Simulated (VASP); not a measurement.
Wanted: the native input for a VASP 6.6.1 run.

```
Task                   : single point
Functional             : LDA
Potentials or basis    : VASP PAW LDA potentials, release 64 (Mn_pv, O)
Cutoff                 : 520 eV
k mesh                 : 4 × 4 × 7
Occupations            : gaussian, width 0.05 eV
Spin                   : no spin polarisation
Hubbard terms          : Mn d U = 4.0 eV
Dipole correction      : no
Further INCAR settings : ALGO = Normal; EDIFF = 1e-07; NBANDS = 34
```

The structure of MnO2 lies in POSCAR:

```
MnO2
1.0
    4.3959987700      0.0000000000      0.0000000000
    0.0000000000      4.3959987700      0.0000000000
    0.0000000000      0.0000000000      2.8709991900
Mn O
2 4
Direct
    0.0000000000      0.0000000000      0.0000000000
    0.5000000000      0.5000000000      0.5000000000
    0.3020000000      0.3020000000      0.0000000000
    0.1980000000      0.8020000000      0.5000000000
    0.6980000000      0.6980000000      0.0000000000
    0.8020000000      0.1980000000      0.5000000000
```

These files were run (other wordings do the same):

INCAR

```
SYSTEM = MnO2
PREC     = Accurate       ! precision mode
ENCUT    = 520            ! plane-wave cutoff, eV
EDIFF    = 1E-7           ! SCF threshold, eV
ISMEAR   = 0              ! smearing method
SIGMA    = 0.05           ! smearing width, eV
LREAL    = .FALSE.        ! projectors in reciprocal space
LASPH    = .TRUE.         ! aspherical terms in the spheres
NELM     = 150            ! most SCF steps
ALGO     = Normal         ! electronic algorithm
ISIF     = 2              ! what is computed and relaxed
LWAVE    = .FALSE.        ! write WAVECAR
LCHARG   = .FALSE.        ! write CHGCAR
LMAXMIX  = 4              ! l up to which the mixer works
LDAU     = .TRUE.         ! DFT+U
LDAUTYPE = 2            
LDAUL    = 2 -1           ! shell
LDAUU    = 4 0            ! U, eV
LDAUJ    = 0 0          
LDAUPRINT= 1            
NBANDS   = 34             ! bands
```

KPOINTS

```
regular mesh
0
G
  4 4 7
  0 0 0
```

Potentials or basis: VASP PAW LDA potentials, release 64 (Mn_pv, O).

The run is started by

```bash
$ cat potpaw_LDA.64/Mn_pv/POTCAR potpaw_LDA.64/O/POTCAR > POTCAR
$ mpirun -np 1 vasp_std > vasp.out
```

Results of the run:

| Item | Value |
| --- | --- |
| Pressure | -18.4 GPa |
| Largest force | 0.254 eV/Å |
| Band gap on the k mesh | zero (band 25 reaches 5.17 eV, above the bottom of band 26 at 4.31 eV) |

Caveat: the run has no spin polarisation, though such a crystal can be magnetic; U without spin polarisation on a metal has little footing.

Run time: 26 s on 1 thread of Intel(R) Xeon(R) 6975P-C (Granite Rapids) (shared host), peak memory 0.17 GiB.
